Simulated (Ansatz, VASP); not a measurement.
**Ga in VASP and in Ansatz**

Contents of INCAR:

```
PREC = Accurate ; ENCUT = 520
EDIFF = 1E-6 ; ISMEAR = -1
SIGMA = 0.1 ; LREAL = False
LASPH = True ; NELM = 60
ALGO = Normal ; ISIF = 2
LWAVE = False ; LCHARG = False
GGA = RP ; NBANDS = 12
```

KPOINTS

```
Automatic mesh
0
Gamma
  15 15 15
```

The input POSCAR:

```
Ga
1.0
   -1.7300553566      1.7300553566      1.7300553566
    1.7300553566     -1.7300553566      1.7300553566
    1.7300553566      1.7300553566     -1.7300553566
Ga
1
Direct
    0.0000000000      0.0000000000      0.0000000000
```

Input for Ansatz:

```yaml
crystal:
  lattice:
    - [-1.7300553566, 1.7300553566, 1.7300553566]
    - [1.7300553566, -1.7300553566, 1.7300553566]
    - [1.7300553566, 1.7300553566, -1.7300553566]
  atoms:
    - { symbol: Ga, position: [0.0, 0.0, 0.0] }
hamiltonian:
  xc: rpbe
  pseudopotentials:
    kind: paw
    azcp:
      Ga: "pseudopotentials/Ga.paw.azcp"
basis:
  ecutwfc: 420
  fft_grid_basis: typed
kpoints:
  mp_grid: { grid: [15, 15, 15], shift: [0, 0, 0] }
magnetization:
  spin_polarized: false
scf:
  occupations: { method: fermi_dirac, width: 0.1 }
  lower_state_search: "off"
output:
  stress: true
```

Alike in both runs: task single point; functional RPBE; k mesh 15 × 15 × 15; occupations fermi-dirac, width 0.1 eV; no spin polarisation.

|  | VASP | Ansatz |
| --- | --- | --- |
| version | VASP 6.6.1 | Ansatz 0.2.0 |
| potentials or method | VASP PAW PBE potentials, release 64 (Ga_d), cutoff 520 eV | plane waves (420 eV) with PAW, scalar-relativistic |
| valence electrons in the cell | 13 | 13 |

```tsv
	VASP	Ansatz	Ansatz less VASP
pressure (GPa)	-1.4	-1.5	-0.06
```

VASP's potentials were made for PBE, not for RPBE.
